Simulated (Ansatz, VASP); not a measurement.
P: VASP beside Ansatz

```
P
1.0
     1.68006   -5.57222    0.00000
     1.68006    5.57222    0.00000
     0.00000    0.00000    4.63275
P
4
Direct
  0.90414 0.09586 0.58882
  0.09586 0.90414 0.41118
  0.59586 0.40414 0.08882
  0.40414 0.59586 0.91118
```

Change from the starting cell: volume scaled by 1.06.

Alike in both runs: task single point; functional LDA; k mesh 8 × 8 × 6; occupations fermi-dirac, width 0.05 eV; no spin polarisation.

```csv
,VASP,Ansatz
version,VASP 6.6.1,Ansatz 0.2.0
potentials or method,"VASP PAW LDA potentials, release 64 (P), cutoff 520 eV","all-electron LAPW, scalar-relativistic"
```

```csv
,VASP,Ansatz,Ansatz less VASP
gap on the k mesh at the Fermi level (eV),0.09,0.08,-0.007
least direct gap on the mesh (eV),0.09,0.08,-0.007
pressure (GPa),-5.9,-5.7,+0.27
"traceless stress, the component that is largest in VASP (GPa)",-1.51,-1.49,+0.024
rms of the force components (eV/Å),0.197,0.178,-0.0190
```

LDA's correlation is that of Perdew and Zunger in VASP and of Perdew and Wang (1992) in Ansatz. Atom by atom the forces differ by 0.022 eV/Å (rms over components). Ansatz ran all-electron here, and VASP with PAW potentials.
